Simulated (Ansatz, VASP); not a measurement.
## Two plane-wave programs on NaTi2B6

INCAR

```
PREC     = Accurate       # precision mode
ENCUT    = 520            # plane-wave cutoff, eV
EDIFF    = 1E-7           # SCF threshold, eV
ISMEAR   = 0              # smearing method
SIGMA    = 0.1            # smearing width, eV
LREAL    = F              # projectors in reciprocal space
LASPH    = T              # aspherical terms in the spheres
NELM     = 100            # most SCF steps
ALGO     = Normal         # electronic algorithm
ISIF     = 2              # what is computed and relaxed
LWAVE    = F              # write WAVECAR
LCHARG   = F              # write CHGCAR
GGA      = PE             # functional
NBANDS   = 34             # bands
```

File KPOINTS:

```
Automatic mesh
0
Gamma
  4 4 4
```

POSCAR

```
NaTi2B6
1.0
    0.0000000000      3.4617394200      3.4617394200
    3.4617394200      0.0000000000      3.4617394200
    3.4617394200      3.4617394200      0.0000000000
Na Ti B
1 2 6
Direct
    0.0000000000      0.0000000000      0.0000000000
    0.2500000000      0.2500000000      0.2500000000
    0.7500000000      0.7500000000      0.7500000000
    0.7650354200      0.2349645800      0.2349645800
    0.2349645800      0.7650354200      0.7650354200
    0.2349645800      0.7650354200      0.2349645800
    0.7650354200      0.2349645800      0.7650354200
    0.2349645800      0.2349645800      0.7650354200
    0.7650354200      0.7650354200      0.2349645800
```

Input for Ansatz:

```yaml
crystal:
  lattice:
    - [0.0, 3.46173942, 3.46173942]
    - [3.46173942, 0.0, 3.46173942]
    - [3.46173942, 3.46173942, 0.0]
  atoms:
    - { symbol: Na, position: [0.0, 0.0, 0.0] }
    - { symbol: Ti, position: [0.25, 0.25, 0.25] }
    - { symbol: Ti, position: [0.75, 0.75, 0.75] }
    - { symbol: B, position: [0.76503542, 0.23496458, 0.23496458] }
    - { symbol: B, position: [0.23496458, 0.76503542, 0.76503542] }
    - { symbol: B, position: [0.23496458, 0.76503542, 0.23496458] }
    - { symbol: B, position: [0.76503542, 0.23496458, 0.76503542] }
    - { symbol: B, position: [0.23496458, 0.23496458, 0.76503542] }
    - { symbol: B, position: [0.76503542, 0.76503542, 0.23496458] }
basis:
  ecutwfc: 420
kpoints:
  mp_grid: { grid: [4, 4, 4] }
hamiltonian:
  xc: pbe
scf:
  occupations: { method: gaussian, width: 0.1 }
  lower_state_search: "off"
output:
  forces: true
  stress: true
  eigenvalues: true
```

Change from the starting cell: species swapped into the K2SnF6 type (Fm-3m, No. 225).

Alike in both runs: task single point; functional PBE; k mesh 4 × 4 × 4; occupations gaussian, width 0.1 eV; no spin polarisation.

|  | VASP | Ansatz |
| --- | --- | --- |
| version | VASP 6.6.1 | Ansatz 0.2.0 |
| potentials or method | VASP PAW PBE potentials, release 64 (Na_pv, Ti_sv, B), cutoff 520 eV | scalar-relativistic, plane waves, PAW |
| valence electrons in the cell | 49 | 51 |

```tsv
	VASP	Ansatz	Ansatz less VASP
gap on the k mesh at the Fermi level (eV)	none	none	-
rms of the force components (eV/Å)	4.898	4.824	-0.0742
```

Atom by atom the forces differ by 0.074 eV/Å (rms over components). A gap of «none» marks a metal or a gap that the smearing closes. The functional is the same, so the differences come from potentials, cutoffs and numerics. VASP's potentials hold 49 valence electrons a cell and Ansatz's 51, so a difference there can come from the potentials and not from the codes.

The k mesh is coarse, so the values compare programs but aren't converged.
